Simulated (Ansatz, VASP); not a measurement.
Two plane-wave programs on PbS

```
CELL_PARAMETERS angstrom
0.00000 2.86774 2.86774
2.86774 0.00000 2.86774
2.86774 2.86774 0.00000
ATOMIC_POSITIONS crystal
Pb 0.00000 0.00000 0.00000
S 0.50000 0.50000 0.50000
```

Change from the starting cell: hydrostatic strain -4.0%.

Alike in both runs: task single point; functional HSE06; k mesh 6 × 6 × 6; occupations fermi-dirac, width 0.02 eV; no spin polarisation.

|  | VASP | Ansatz |
| --- | --- | --- |
| version | VASP 6.6.1 | Ansatz 0.2.0 |
| potentials or method | VASP PAW PBE potentials, release 64 (Pb_d, S) | plane waves, PAW |
| plane-wave cutoff (eV) | 520 | 420 |
| valence electrons in the cell | 20 | 20 |

|  | VASP | Ansatz | Ansatz less VASP |
| --- | --- | --- | --- |
| pressure (GPa) | 8.6 | 8.8 | +0.15 |

Ansatz's warnings: stress exchange threshold loose, stress scf threshold loose.

Spin-orbit coupling is off throughout.
